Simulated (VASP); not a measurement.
A run of VASP 6.6.1:

INCAR

```
ALGO     = Normal         # electronic algorithm
EDIFF    = 1E-7           # SCF threshold, eV
ENCUT    = 520            # plane-wave cutoff, eV
GGA      = CA             # functional
ISIF     = 2              # what is computed and relaxed
ISMEAR   = -1             # smearing method
LASPH    = True           # aspherical terms in the spheres
LCHARG   = False          # write CHGCAR
LREAL    = False          # projectors in reciprocal space
LWAVE    = False          # write WAVECAR
NBANDS   = 27             # bands
NELM     = 60             # most SCF steps
PREC     = Accurate       # precision mode
SIGMA    = 0.08           # smearing width, eV
```

KPOINTS

```
k-points
0
Gamma
  9 9 9
```

Contents of POSCAR:

```
TaCo3
1.0
    3.8999569489      0.0000000000      0.0000000000
    0.0000000000      3.8999569489      0.0000000000
    0.0000000000      0.0000000000      3.8999569489
Ta Co
1 3
Direct
    0.0000000000      0.0000000000      0.0000000000
    0.0000000000      0.5000000000      0.5000000000
    0.5000000000      0.0000000000      0.5000000000
    0.5000000000      0.5000000000      0.0000000000
```

Potentials or basis: VASP PAW LDA potentials, release 64 (Ta_pv, Co).

Launch:

```console
$ cat potpaw_LDA.64/Ta_pv/POTCAR potpaw_LDA.64/Co/POTCAR > POTCAR
$ mpirun -np 1 vasp_std > vasp.out
```

Hardware: 1 thread of AMD EPYC 7R13 (shared host).

Task: How long does it take, and how much memory?

Result: Run time: 2.3 min on 1 thread of AMD EPYC 7R13, on a shared host, peak memory 0.15 GiB. Counts: scf iterations 16, k points 35.
